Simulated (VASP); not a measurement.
Write the native input for VASP 6.6.1 that does the following.

| Item | Value |
| --- | --- |
| Task | relaxation of cell and atoms |
| Functional | BLYP |
| Potentials or basis | VASP PAW PBE potentials, release 64 (Ta_sv_GW, N) |
| Cutoff | 700 eV |
| k mesh | 10 × 10 × 10 |
| Occupations | fermi-dirac, width 0.05 eV |
| Spin | no spin polarisation |
| Dipole correction | no |
| Further INCAR settings | ALGO = Normal; EDIFF = 1e-07; IBRION = 2; EDIFFG = -0.01; NSW = 60; ISIF = 3 |

The structure of TaN lies in POSCAR:

```
TaN
1.0
    0.0000000000      2.2113230000      2.2113230000
    2.2113230000      0.0000000000      2.2113230000
    2.2113230000      2.2113230000      0.0000000000
Ta N
1 1
Direct
    0.5000000000      0.5000000000      0.5000000000
    0.0000000000      0.0000000000      0.0000000000
```

One way to write it, as run:

INCAR

```
PREC     = Accurate       # precision mode
ENCUT    = 700            # plane-wave cutoff, eV
EDIFF    = 1E-7           # SCF threshold, eV
ISMEAR   = -1             # smearing method
SIGMA    = 0.05           # smearing width, eV
LREAL    = F              # projectors in reciprocal space
LASPH    = T              # aspherical terms in the spheres
NELM     = 120            # most SCF steps
ALGO     = Normal         # electronic algorithm
ISIF     = 3              # what is computed and relaxed
LWAVE    = F              # write WAVECAR
LCHARG   = F              # write CHGCAR
GGA      = B5             # functional
ALDAX    = 1.0          
AGGAX    = 1.0          
AGGAC    = 1.0          
ALDAC    = 0.0          
IBRION   = 2              # ionic algorithm
NSW      = 60             # ionic steps
EDIFFG   = -0.01          # ionic threshold
GGA_COMPAT= F            
NELMIN   = 4
```

KPOINTS

```
Automatic mesh
0
Gamma
  10 10 10
```

Potentials or basis: VASP PAW PBE potentials, release 64 (Ta_sv_GW, N).

Run with:

```sh
$ cat potpaw_PBE.64/Ta_sv_GW/POTCAR potpaw_PBE.64/N/POTCAR > POTCAR
$ mpirun -np 1 vasp_std > vasp.out
```

It gave:

```yaml
Relaxed_volume: 11.18 Å³/atom
Relaxed_cell: a = 3.163 Å, b = 3.163 Å, c = 3.163 Å, α = 60.00°, β = 60.00°, γ = 60.00°
Space_group_after_relaxing_to_0.1_Å: Fm-3m (No. 225)
Energy_gained_by_relaxing: 12.3 meV/atom
Ionic_steps: 4
Pressure_after_relaxing: 0.0 GPa
Band_gap_on_the_k_mesh: zero (bands 9 and 10 overlap by 3.61 eV)
```

Caveat: the highest band is partly filled, so the run has too few bands; the PAW data sets were made with another functional, which shifts forces and pressure a little; spin-orbit coupling is left out, which moves the levels of the heavy elements.

It took 2.4 min on 1 thread of Intel(R) Xeon(R) 6975P-C (Granite Rapids), on a shared host, peak memory 0.18 GiB.
